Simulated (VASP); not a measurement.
A run of VASP 6.6.1:

File POSCAR:

```
Pt
1.0
    2.5398123665      0.0000000000      0.0000000000
   -1.2699061833      2.1995420302      0.0000000000
    0.0000000000      0.0000000000      4.6004486400
Pt
2
Direct
    0.6666666667      0.3333333333      0.7500000000
    0.3333333333      0.6666666667      0.2500000000
```

File INCAR.step1:

```
SYSTEM = Pt
PREC = Accurate
ENCUT = 520
ISMEAR = 0
SIGMA = 0.15
LREAL = .FALSE.
LASPH = .TRUE.
NELM = 60
NBANDS = 17
GGA = PE
ALGO = Normal
EDIFF = 1E-4
LWAVE = .TRUE.
LCHARG = .FALSE.
```

The input INCAR.step2:

```
SYSTEM = Pt
PREC = Accurate
ENCUT = 520
EDIFF = 1E-7
ISMEAR = 0
SIGMA = 0.15
LREAL = .FALSE.
LASPH = .TRUE.
NELM = 60
ALGO = Normal
ISIF = 2
LWAVE = .FALSE.
LCHARG = .TRUE.
METAGGA = R2SCAN
LMIXTAU = .TRUE.
LELF = .TRUE.
LVHAR = .TRUE.
NBANDS = 17
ISTART = 1
```

Contents of KPOINTS:

```
regular mesh
0
G
  18 18 10
  0 0 0
```

Potentials or basis: VASP PAW PBE potentials, release 64 (Pt).

Command:

```sh
$ cat potpaw_PBE.64/Pt/POTCAR > POTCAR
$ cp INCAR.step1 INCAR
$ mpirun -np 1 vasp_std > vasp.out
$ cp INCAR.step2 INCAR
$ mpirun -np 1 vasp_std > vasp.out
```

Hardware: 1 thread of AMD EPYC 9R45 96-Core Processor (Zen 5), on a shared host.

Task: Estimate the wall time of this run.

Result: Run time: 3 min on 1 thread of AMD EPYC 9R45 96-Core Processor (Zen 5) (shared host), peak memory 0.18 GiB. Counts: k points 222.
